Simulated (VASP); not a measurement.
# Ta3P2 (Fmmm) in VASP: relaxation of cell and atoms with PBE

Aim: the relaxation of cell and atoms of Ta3P2 with PBE.

All numbers are computed with VASP 6.6.1; they aren't measurements. Logs are shortened: lines on timing, memory, paths and dates and some standing lists are left out, and cuts for length are marked.

## Step 1: The cell of the first run

Symmetry: Fmmm, No. 69, orthorhombic system. Conventional cell: a = 7.784 Å, b = 8.330 Å, c = 12.639 Å, α = 90.00°, β = 90.00°, γ = 90.00°. Ta (site symmetry m) has 2 Ta at 1.86 to 1.87 Å within 2.5 Å. Within 2.5 Å of Ta (site symmetry mm2) lie 2 Ta at 1.87 Å. P (site symmetry m2m) has 10 Ta at 3.00 to 3.06 Å and 7 P at 3.63 to 3.93 Å within 4.0 Å. Within 4.0 Å of P (site symmetry 222) lie 8 Ta at 3.07 to 3.13 Å and 6 P at 3.72 to 3.89 Å.

## Step 2: Relaxation of cell and atoms, PBE

INCAR

```
SYSTEM = Ta3P2
PREC = Accurate
ENCUT = 600
EDIFF = 1E-7
ISMEAR = 0
SIGMA = 0.1
LREAL = .False.
LASPH = .True.
NELM = 80
ALGO = Normal
ISIF = 3
LWAVE = .False.
LCHARG = .False.
GGA = PE
IBRION = 2
NSW = 90
EDIFFG = -0.04
```

KPOINTS

```
regular mesh
0
Gamma
  4 4 4
  0 0 0
```

POSCAR

```
Ta3P2
1.0
    0.0000000000      4.1647923857      6.3195465003
    3.8922082144      0.0000000000      6.3195465003
    3.8922082144      4.1647923857      0.0000000000
Ta P
6 4
Direct
    0.7197000000      0.1333000000      0.2803000000
    0.8667000000      0.2803000000      0.1333000000
    0.2803000000      0.8667000000      0.7197000000
    0.1333000000      0.7197000000      0.8667000000
    0.8519000000      0.8519000000      0.1481000000
    0.1481000000      0.1481000000      0.8519000000
    0.7180000000      0.2820000000      0.7180000000
    0.2820000000      0.7180000000      0.2820000000
    0.2500000000      0.2500000000      0.2500000000
    0.7500000000      0.7500000000      0.7500000000
```

Potentials or basis: VASP PAW PBE potentials, release 64 (Ta_pv, P).

Started as:

```
$ cat potpaw_PBE.64/Ta_pv/POTCAR potpaw_PBE.64/P/POTCAR > POTCAR
$ mpirun -np 1 vasp_std > vasp.out
```

OUTCAR:

```text
SYSTEM = Ta3P2
   PREC = Accurate
   ENCUT = 600
   EDIFF = 1E-7
   ISMEAR = 0
   LREAL = .False.
   LASPH = .True.
   NELM = 80
   ISIF = 3
   GGA = PE
   IBRION = 2
   NSW = 90
   EDIFFG = -0.04

 ion  position               nearest neighbor table
   1  0.720  0.133  0.280-   2 1.86   5 1.87   8 3.00   7 3.00   7 3.06   8 3.06  10 3.07   9 3.07
                             4 3.22   6 3.23
   2  0.867  0.280  0.133-   1 1.86   6 1.87   7 3.00   8 3.00   8 3.06   7 3.06   9 3.07  10 3.07
                             3 3.22   5 3.23
   3  0.280  0.867  0.720-   4 1.86   6 1.87   8 3.00   7 3.00   8 3.06   7 3.06   9 3.07  10 3.07
                             2 3.22   5 3.23
   4  0.133  0.720  0.867-   3 1.86   5 1.87   7 3.00   8 3.00   7 3.06   8 3.06  10 3.07   9 3.07
                             1 3.22   6 3.23
   5  0.852  0.852  0.148-   1 1.87   4 1.87   7 3.00   8 3.00   9 3.13   9 3.13  10 3.13  10 3.13
                             2 3.23   3 3.23
   6  0.148  0.148  0.852-   2 1.87   3 1.87   7 3.00   8 3.00  10 3.13  10 3.13   9 3.13   9 3.13
                             1 3.23   4 3.23
   7  0.718  0.282  0.718-   3 3.00   1 3.00   2 3.00   4 3.00   6 3.00   5 3.00   1 3.06   4 3.06
                             3 3.06   2 3.06
   8  0.282  0.718  0.282-   2 3.00   4 3.00   3 3.00   1 3.00   5 3.00   6 3.00   3 3.06   2 3.06
                             1 3.06   4 3.06
   9  0.250  0.250  0.250-   1 3.07   2 3.07   3 3.07   4 3.07   5 3.13   5 3.13   6 3.13   6 3.13

  10  0.750  0.750  0.750-   1 3.07   2 3.07   3 3.07   4 3.07   6 3.13   6 3.13   5 3.13   5 3.13

  LATTYP: Found a face centered orthorhombic cell.
 ALAT       =     7.7844164288
 B/A-ratio  =     1.0700332963
 C/A-ratio  =     1.6236403995

  Lattice vectors:

 A1 = (   0.0000000000,   4.1647923857,   6.3195465003)
 A2 = (   3.8922082144,   0.0000000000,   6.3195465003)
 A3 = (   3.8922082144,   4.1647923857,   0.0000000000)

Analysis of symmetry for initial positions (statically):
=====================================================================
 Subroutine PRICEL returns:
 Original cell was already a primitive cell.

 Routine SETGRP: Setting up the symmetry group for a
 face centered orthorhombic supercell.

 Subroutine GETGRP returns: Found  8 space group operations
 (whereof  8 operations were pure point group operations)
 out of a pool of  8 trial point group operations.

The static configuration has the point symmetry D_2h.

Analysis of symmetry for dynamics (positions and initial velocities):
=====================================================================
 Subroutine PRICEL returns:
 Original cell was already a primitive cell.

 Routine SETGRP: Setting up the symmetry group for a
 face centered orthorhombic supercell.

 Subroutine GETGRP returns: Found  8 space group operations
 (whereof  8 operations were pure point group operations)
 out of a pool of  8 trial point group operations.

The dynamic configuration has the point symmetry D_2h.

 Subroutine INISYM returns: Found  8 space group operations
 (whereof  8 operations are pure point group operations),
 and found     1 'primitive' translations

----------------------------------------------------------------------------------------

                                     Primitive cell

  volume of cell :     204.8827

  direct lattice vectors                    reciprocal lattice vectors
     0.000000000  4.164792386  6.319546500    -0.128461781  0.120054004  0.079119601
     3.892208214  0.000000000  6.319546500     0.128461781 -0.120054004  0.079119601
     3.892208214  4.164792386  0.000000000     0.128461781  0.120054004 -0.079119601

  length of vectors
     7.568498106  7.421991158  5.700419318     0.192808984  0.192808984  0.192808984

  position of ions in fractional coordinates (direct lattice)
     0.719700000  0.133300000  0.280300000
     0.866700000  0.280300000  0.133300000
     0.280300000  0.866700000  0.719700000
     0.133300000  0.719700000  0.866700000
     0.851900000  0.851900000  0.148100000
     0.148100000  0.148100000  0.851900000
     0.718000000  0.282000000  0.718000000
     0.282000000  0.718000000  0.282000000
     0.250000000  0.250000000  0.250000000
     0.750000000  0.750000000  0.750000000

  ion indices of the primitive-cell ions
   primitive index   ion index
                 1           1
                 2           2
                 3           3
                 4           4
                 5           5
                 6           6
                 7           7
                 8           8
                 9           9
                10          10

----------------------------------------------------------------------------------------

 KPOINTS: regular mesh

Automatic generation of k-mesh.
 Grid dimensions read from file:
 generate k-points for:    4    4    4

 Generating k-lattice:

  Cartesian coordinates                     Fractional coordinates (reciprocal lattice)
    -0.032115445  0.030013501  0.019779900     0.250000000  0.000000000  0.000000000
     0.032115445 -0.030013501  0.019779900     0.000000000  0.250000000  0.000000000
     0.032115445  0.030013501 -0.019779900     0.000000000  0.000000000  0.250000000

  Length of vectors
     0.048202246  0.048202246  0.048202246

  Shift w.r.t. Gamma in fractional coordinates (k-lattice)
     0.000000000  0.000000000  0.000000000

 Subroutine IBZKPT returns following result:
 ===========================================

 Found     18 irreducible k-points:

 Following reciprocal coordinates:
            Coordinates               Weight
  0.000000  0.000000  0.000000      1.000000
  0.250000 -0.000000  0.000000      8.000000
  0.500000 -0.000000  0.000000      4.000000
  0.250000  0.250000  0.000000      2.000000
  0.500000  0.250000  0.000000      8.000000
 -0.250000  0.250000  0.000000      4.000000
[... 10 lines left out ...]
 -0.250000  0.250000  0.500000      2.000000
  0.000000  0.500000  0.500000      1.000000
   k-points           NKPTS =     18   k-points in BZ     NKDIM =     18   number of bands    NBANDS=     51
   number of dos      NEDOS =    301   number of ions     NIONS =     10
   total plane-waves  NPLWV = 172800
   dimension x,y,z NGX =    60 NGY =   60 NGZ =   48
   dimension x,y,z NGXF=   120 NGYF=  120 NGZF=   96
   ions per type =               6   4
   NGX,Y,Z   is equivalent  to a cutoff of  13.18, 13.44, 14.00 a.u.
   NGXF,Y,Z  is equivalent  to a cutoff of  26.36, 26.88, 28.00 a.u.
 SYSTEM =  Ta3P2
   PREC   = accura    normal or accurate (medium, high low for compatibility)
   ISTART =      0    job   : 0-new  1-cont  2-samecut
   ICHARG =      2    charge: 1-file 2-atom 10-const
   ISPIN  =      1    spin polarized calculation?
   LNONCOLLINEAR =      F non collinear calculations
   LSORBIT =      F    spin-orbit coupling
   LASPH  =      T    aspherical Exc in radial PAW
   ENCUT  =  600.0 eV  44.10 Ry    6.64 a.u.  15.12 14.82 11.39*2*pi/ulx,y,z
   NELM   =     80;   NELMIN=  2; NELMDL= -5     # of ELM steps
   EDIFF  = 0.1E-06   stopping-criterion for ELM
   LREAL  =      F    real-space projection
   EDIFFG = -.4E-01   stopping-criterion for IOM
   NSW    =     90    number of steps for IOM
   IBRION =      2    ionic relax: 0-MD 1-quasi-New 2-CG
   NFREE  =      1    steps in history (QN), initial steepest desc. (CG)
   ISIF   =      3    stress and relaxation
   ISYM   =      2    0-nonsym 1-usesym 2-fastsym
   POTIM  = 0.5000    time-step for ionic-motion
   TEBEG  =    0.0;   TEEND  =   0.0 temperature during run
   PSTRESS=    0.0 pullay stress
   NELECT =      86.0000    total number of electrons
   NUPDOWN=      -1.0000    fix difference up-down
   EMIN   =  10.00;   EMAX   =-10.00  energy-range for DOS
   EFERMI =   0.00;   METHOD = LEGACY
   ISMEAR =     0;   SIGMA  =   0.10  broadening in eV -4-tet -1-fermi 0-gaus
   EFERMI_NEDOS =   21; number of points for ismear=-14 and -15
   IALGO  =     38    algorithm
   IMIX   =      4    mixing-type and parameters
     AMIX     =   0.40;   BMIX     =  1.00
     AMIX_MAG =   1.60;   BMIX_MAG =  1.00
  volume/ion in A,a.u.               =      20.49       138.26
  Fermi-wavevector in a.u.,A,eV,Ry     =   1.225761  2.316353 20.442625  1.502491
  Thomas-Fermi vector in A             =   2.360787
   LORBIT       =      0    0 simple, 1 ext, 2 COOP (PROOUT), +10 PAW based schemes
   GGA     = PE    functional components
   LHFCALC =     F    Hartree Fock is set to
   AEXX    =    0.0000 exact exchange contribution
   IVDW    =     0    specifies the selected vdW correction
   LEPSILON=     F    determine dielectric tensor
   LRPA    =     F    only Hartree local field effects (RPA)
 conjugate gradient relaxation of ions
 non-spin polarized calculation
 Gauss-broadening in eV      SIGMA  =   0.10
  energy-cutoff  :      600.00
  volume of cell :      204.88
 maximum number of plane-waves:      6886
   NGX = 31   NGY = 29   NGZ = 23

--------------------------------------- Ionic step        1  -------------------------------------------

 number of electron      85.9999998 magnetization

 Free energy of the ion-electron system (eV)
  ---------------------------------------------------
  ext. energy  EPLUGINS =         0.00000000
  ---------------------------------------------------
  free energy    TOTEN  =       -44.74281634 eV

  energy without entropy =      -44.71932847  energy(sigma->0) =      -44.73107241

------------------------ aborting loop because EDIFF is reached ----------------------------------------

  FORCE on cell =-STRESS in cart. coord.  units (eV):
  Direction    XX          YY          ZZ          XY          YZ          ZX
  --------------------------------------------------------------------------------------
  -------------------------------------------------------------------------------------
  Total      136.2571346    -27.8885685    141.3013900     -0.0000000      0.0000000      0.0000000
  in kB     1065.5271082   -218.0878518   1104.9730485     -0.0000000      0.0000000      0.0000000
  external PRESSURE =     650.8041016 kB  Pullay stress =       0.0000000 kB
[... 3053 lines left out ...]
     50       5.3940      0.00000
     51       5.3971      0.00000

[... ionic steps 4 to 41 ...]

--------------------------------------- Ionic step       42  -------------------------------------------

 number of electron      86.0000003 magnetization

------------------------ aborting loop because EDIFF is reached ----------------------------------------

  FORCE on cell =-STRESS in cart. coord.  units (eV):
  Direction    XX          YY          ZZ          XY          YZ          ZX
  --------------------------------------------------------------------------------------
  -------------------------------------------------------------------------------------
  Total        0.0527705      0.8335542      0.4363628     -0.0000000      0.0000000      0.0000000
  in kB        0.5334106      8.4256708      4.4108100     -0.0000000      0.0000000      0.0000000
  external PRESSURE =       4.4566305 kB  Pullay stress =       0.0000000 kB
[... 73 lines left out ...]
  energy  without entropy=      -95.7057657149  energy(sigma->0) =      -95.71481111

--------------------------------------- Ionic step       44  -------------------------------------------

 number of electron      86.0000003 magnetization

 Free energy of the ion-electron system (eV)
  ---------------------------------------------------
  ext. energy  EPLUGINS =         0.00000000
  ---------------------------------------------------
  free energy    TOTEN  =       -95.72415784 eV

  energy without entropy =      -95.70573799  energy(sigma->0) =      -95.71494792

 E-fermi :   8.1177     XC(G=0): -12.3587

 val. band max:        8.1071692862   @ k =   0.5000   0.5000   0.0000
 cond. band min:       8.1372955696   @ k =   0.2500   0.2500   0.0000
 fundamental gap:      0.0301262834
 Fermi energy:         8.1176862362

 k-point     1 :       0.0000    0.0000    0.0000
  band No.  band energies     occupation
      1     -27.0102      2.00000
      2     -26.9944      2.00000
      3     -26.9443      2.00000
      4     -26.9385      2.00000
      5     -26.8436      2.00000
      6     -26.7481      2.00000
[... 998 lines left out ...]
  FREE ENERGIE OF THE ION-ELECTRON SYSTEM (eV)
  ---------------------------------------------------
  free  energy   TOTEN  =       -95.7241578440 eV

  energy  without entropy=      -95.7057379943  energy(sigma->0) =      -95.71494792

 reached required accuracy - stopping structural energy minimisation
```

Wall time 1.5 h (1 thread of Intel Xeon 6975P-C (Granite Rapids), shared host); peak memory 0.61 GiB.

What came out:

```yaml
Free_energy: -95.7242 eV
Relaxed_volume: 15.90 Å³/atom
Relaxed_cell: a = 7.466 Å, b = 8.337 Å, c = 5.147 Å, α = 62.02°, β = 80.47°, γ = 37.50°
Space_group_after_relaxing_to_0.1_Å: Fmmm (No. 69)
Energy_gained_by_relaxing: 5098.1 meV/atom
Ionic_steps: 44
Pressure_after_relaxing: -0.1 GPa
Largest_force_after_relaxing: 0.026 eV/Å
Band_gap_on_the_k_mesh: zero (bands 43 and 44 overlap by 0.48 eV)
```

Forces on the atoms (eV/Å):
```
Ta  -0.009  0.000  0.013
Ta  -0.009  0.000 -0.013
Ta   0.009  0.000 -0.013
Ta   0.009  0.000  0.013
Ta   0.000  0.000 -0.021
Ta   0.000  0.000  0.021
P    0.000  0.026  0.000
P    0.000 -0.026  0.000
P    0.000  0.000  0.000
P    0.000  0.000  0.000
```

Stress tensor (GPa, compression positive):
```
-0.29  0.00  0.00
 0.00 -0.13  0.00
 0.00  0.00  0.23
```

The path:
| step | energy change (eV) | largest force (eV/Å) | pressure (GPa) | volume (Å³) |
| --- | --- | --- | --- | --- |
| 1 | 0.0000 | 26.9331 | 65.08 | 204.88 |
| 3 | -11.9748 | 3.7216 | -17.78 | 463.52 |
| 5 | -26.7333 | 1.3275 | -27.27 | 313.61 |
| 7 | -36.2786 | 3.1584 | -13.39 | 230.55 |
| 9 | -36.5360 | 2.4327 | -17.03 | 237.58 |
| 11 | -45.9418 | 2.9610 | 14.00 | 160.95 |
| 13 | -48.7218 | 2.0332 | 17.81 | 153.28 |
| 15 | -49.6580 | 0.7976 | -2.67 | 167.37 |
| 17 | -49.8972 | 0.8618 | -1.11 | 165.43 |
| 19 | -50.1746 | 0.3528 | -1.46 | 163.96 |
| 21 | -50.2923 | 0.4504 | 2.22 | 159.19 |
| 23 | -50.3644 | 0.3285 | 0.26 | 159.90 |
| 25 | -50.4670 | 0.4333 | -0.29 | 159.22 |
| 27 | -50.5791 | 0.7204 | 0.45 | 157.96 |
| 29 | -50.6148 | 0.9669 | 0.73 | 157.62 |
| 31 | -50.7207 | 1.0016 | 0.26 | 157.66 |
| 33 | -50.7901 | 1.8420 | -2.53 | 159.82 |
| 35 | -50.8886 | 0.7313 | -0.33 | 157.89 |
| 37 | -50.9472 | 0.2757 | 1.08 | 157.35 |
| 39 | -50.9690 | 0.1913 | -0.14 | 158.69 |
| 41 | -50.9786 | 0.0778 | 0.45 | 158.50 |
| 43 | -50.9810 | 0.0405 | 0.10 | 158.84 |
| 44 | -50.9813 | 0.0257 | -0.07 | 159.01 |

Final structure:
```xyz
10
Lattice="0.0000 2.5218 7.0269 4.4868 0.0000 7.0269 4.4868 2.5218 0.0000" Properties=species:S:1:pos:R:3 pbc="T T T"
Ta    3.0228    2.5218    5.5097
Ta    3.0228    2.5218    8.5441
Ta    5.9507    2.5218    8.5441
Ta    5.9507    2.5218    5.5097
Ta    4.4868    2.5218   11.4117
Ta    4.4868    2.5218    2.6421
P     4.4868    3.9496    7.0269
P     4.4868    1.0940    7.0269
P     2.2434    1.2609    3.5135
P     6.7301    3.7827   10.5404
```

Caveat: the volume moved by over 15 % at a fixed basis, so the end points are rough; spin-orbit coupling is left out, which moves the levels of the heavy elements.
